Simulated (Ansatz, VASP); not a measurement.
BiO5: VASP beside Ansatz

```
Bi O
1.0
     0.00000    3.16631    3.16631
     3.16631    0.00000    3.16631
     3.16631    3.16631    0.00000
Bi O
1 5
Direct
  0.00000 0.00000 0.00000
  0.37616 0.37616 0.87151
  0.37616 0.87151 0.37616
  0.87151 0.37616 0.37616
  0.37616 0.37616 0.37616
  0.75000 0.75000 0.75000
```

Change from the starting cell: species swapped into the Be5Au type (F-43m, No. 216).

Alike in both runs: functional PBE; k mesh 4 × 4 × 4; occupations gaussian, width 0.2 eV; no spin polarisation.

Ansatz relaxed the structure, and its values are those at the end. VASP's run is a single point on that final structure, the one shown.

|  | VASP | Ansatz |
| --- | --- | --- |
| version | VASP 6.6.1 | Ansatz 0.2.0 |
| potentials or method | VASP PAW PBE potentials, release 64 (Bi_d, O), cutoff 600 eV | scalar-relativistic, plane waves, PAW |
| valence electrons in the cell | 45 | 45 |

Ansatz gave:

| Property | Result |
| --- | --- |
| gap on the k mesh at the Fermi level (eV) | none |
| pressure (GPa) | -0.4 |
| rms of the force components (eV/Å) | 0.030 |

**Question.** Estimate VASP's values.

**Answer.** gap on the k mesh at the Fermi level (eV): none; pressure (GPa): -0.6; rms of the force components (eV/Å): 0.034.

A gap of «none» marks a metal or a gap that the smearing closes. The functional is the same, so the differences come from potentials, cutoffs and numerics.

The k mesh is coarse, so the values compare programs but aren't converged. Neither program's run includes spin-orbit coupling.
